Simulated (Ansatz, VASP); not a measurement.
**Two plane-wave programs on Sb**

```
Sb
1.0
    -1.69144    1.69144    1.69144
     1.69144   -1.69144    1.69144
     1.69144    1.69144   -1.69144
Sb
1
Direct
  0.00000 0.00000 0.00000
```

Change from the starting cell: volume scaled by 0.76, PAW files.

Alike in both runs: task single point; functional LDA; k mesh 14 × 14 × 14; occupations fermi-dirac, width 0.08 eV; no spin polarisation.

```csv
,VASP,Ansatz
version,VASP 6.6.1,Ansatz 0.2.0
potentials or method,"VASP PAW LDA potentials, release 64 (Sb)","PAW with Ansatz's default frozen-core files, scalar-relativistic"
plane-wave cutoff (eV),520,420
valence electrons in the cell,5,15
```

VASP gave:

| Item | Value |
| --- | --- |
| pressure (GPa) | 38.2 |

**Question.** Estimate Ansatz's values.

**Answer.** Pressure (GPa): 37.0.

LDA's correlation is that of Perdew and Zunger in VASP and of Perdew and Wang (1992) in Ansatz. Both programs put the cell under a high pressure, so it lies far from rest at this level. VASP's potentials hold 5 valence electrons a cell and Ansatz's 15, so a difference there can come from the potentials and not from the codes.

Spin-orbit coupling is off throughout.
